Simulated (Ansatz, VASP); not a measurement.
BaTiO3: VASP beside Ansatz

Contents of INCAR:

```
ALGO = Normal
EDIFF = 1E-6
EDIFFG = -0.02
ENCUT = 520
GGA = PE
IBRION = 2
ISIF = 2
ISMEAR = -1
LASPH = True
LCHARG = False
LREAL = False
LWAVE = False
NELM = 80
NSW = 80
PREC = Accurate
SIGMA = 0.02
```

File KPOINTS:

```
k-points
0
Gamma
  8 8 8
```

POSCAR

```
BaTiO3
1.0
    4.0587165717      0.0000000000      0.0000000000
    0.0000000000      4.0587165717      0.0000000000
    0.0000000000      0.0000000000      4.0587165717
Ba Ti O
1 1 3
Direct
    0.5000000000      0.5000000000      0.5000000000
    0.0000000000      0.0000000000      0.0000000000
    0.5000000000      0.0000000000      0.0000000000
    0.0000000000      0.5000000000      0.0000000000
    0.0000000000      0.0000000000      0.5000000000
```

Input for Ansatz:

```yaml
crystal:
  lattice:
    - [4.0587165717, 0.0, 0.0]
    - [0.0, 4.0587165717, 0.0]
    - [0.0, 0.0, 4.0587165717]
  atoms:
    - { symbol: Ba, position: [0.5, 0.5, 0.5] }
    - { symbol: Ti, position: [0.0, 0.0, 0.0] }
    - { symbol: O, position: [0.5, 0.0, 0.0] }
    - { symbol: O, position: [0.0, 0.5, 0.0] }
    - { symbol: O, position: [0.0, 0.0, 0.5] }
kpoints:
  mp_grid: { grid: [8, 8, 8] }
scf:
  occupations: { method: fermi_dirac, width: 0.02 }
hamiltonian:
  xc: pbe
  pseudopotentials: { kind: paw }
output:
  forces: true
  stress: true
  populations: true
  efg:
    quadrupole_moments_barn: { Ba: 0.236, Ti: 0.247, O: -0.02558 }
    contact_densities: true
relax:
  f_tol: 0.02
  max_steps: 60
```

Change from the starting cell: volume scaled by 1.04, ions relaxed.

Alike in both runs: task relaxation of the atoms; functional PBE; k mesh 8 × 8 × 8; occupations fermi-dirac, width 0.02 eV; no spin polarisation.

```csv
,VASP,Ansatz
version,VASP 6.6.1,Ansatz 0.2.0
potentials or method,"VASP PAW PBE potentials, release 64 (Ba_sv, Ti_sv, O)","plane-wave PAW, scalar-relativistic"
plane-wave cutoff (eV),520,420
valence electrons in the cell,40,40
```

```csv
,VASP,Ansatz,Ansatz less VASP
"gap on the k mesh at the Fermi level, each at its own relaxed structure (eV)",1.66,1.72,+0.058
```

Ansatz's warnings: stress scf threshold loose.

Neither program's run includes spin-orbit coupling. Noted on VASP's run: the relaxation stopped at its first step, so nothing moved.
